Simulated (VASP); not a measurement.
The system is Si7RuO16 (a cell with a defect).

```xyz
24
Lattice="0.0000 5.0814 7.0944 5.0814 0.0000 7.0944 5.0814 5.0814 0.0000" Properties=species:S:1:pos:R:3 pbc="T T T"
Si    3.5479    3.6078    3.6086
Si    8.6133    8.6276   10.5967
Si    4.2217    1.0313    5.2594
Si    3.9944    6.1258    5.3433
Si    6.1112    3.9008    8.9054
Si    6.0185    9.2577    8.8694
Si    1.5762    1.5375   -0.0161
Ru    6.6466    6.5811    7.1742
O     4.5427    4.1511    2.4480
O     4.5800    3.6320    9.3585
O     5.6050    6.2115    5.6125
O     5.7709    6.2039   12.8653
O     3.5813    4.6145    4.8816
O     8.9649    9.7267   11.7443
O     6.3963    3.0921    7.5184
O     5.9584    8.2962    7.5291
O     1.2280    0.6125    1.2732
O     6.3096    5.5196    8.6654
O     2.0379    3.4790    3.0118
O     7.1225    8.8254    9.9787
O     8.4222    6.4173    6.6147
O     3.1535    6.4626    6.7018
O     3.9861    2.1209    4.0848
O     8.6594    7.1436   11.2400
```

Base run:

* Program: VASP 6.6.1
* Functional: r2SCAN
* Potentials or basis: VASP PAW PBE potentials, release 64 (Si, Ru_pv, O)
* Cutoff: 580 eV
* k mesh: 1 × 1 × 1, shifted
* Occupations: fermi-dirac, width 0.01 eV
* Spin: no spin polarisation

Its results: pressure -3.8 GPa; largest force 0.372 eV/Å.

The run is repeated on the same cell with these changes: functional from r2SCAN to PBE; cutoff from 580 eV to 520 eV; k mesh from 1 × 1 × 1, shifted to 1 × 1 × 1, through Γ. What comes out?

Pressure 0.6 GPa; largest force 0.061 eV/Å.

Several settings changed at once.

Caveats: some runs use coarse meshes; the PAW data sets were made with another functional, which shifts forces and pressure a little (at least some runs).
